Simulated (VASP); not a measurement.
Input of a VASP 6.6.1 run:

INCAR

```
  PREC = Accurate
  ENCUT = 520
  EDIFF = 1E-6
  ISMEAR = 0
  SIGMA = 0.01
  LREAL = False
  LASPH = True
  NELM = 150
  ALGO = Normal
  ISIF = 2
  LWAVE = False
  LCHARG = False
  MAGMOM = 0 0 0 0 0 0
  LORBIT = 11
  LSORBIT = True
  GGA_COMPAT = False
  LORBMOM = True
  GGA = PS
  NBANDS = 33
```

The input KPOINTS:

```
Automatic mesh
0
Gamma
  5 5 5
```

POSCAR

```
BiTe
1.0
    0.0000000000      3.2564244654      3.2564244654
    3.2564244654      0.0000000000      3.2564244654
    3.2564244654      3.2564244654      0.0000000000
Bi Te
1 1
Direct
    0.0000000000      0.0000000000      0.0000000000
    0.5000000000      0.5000000000      0.5000000000
```

Potentials or basis: VASP PAW PBE potentials, release 64 (Bi_d, Te).

Command:

```bash
$ cat potpaw_PBE.64/Bi_d/POTCAR potpaw_PBE.64/Te/POTCAR > POTCAR
$ mpirun -np 1 vasp_ncl > vasp.out
```

(1) What does it give for the net moment?

(2) What does it give for the pressure?

Results:

(1) 0.00 μB per cell.

(2) -0.7 GPa.

Caveat: the PAW data sets were made with another functional, which shifts forces and pressure a little.
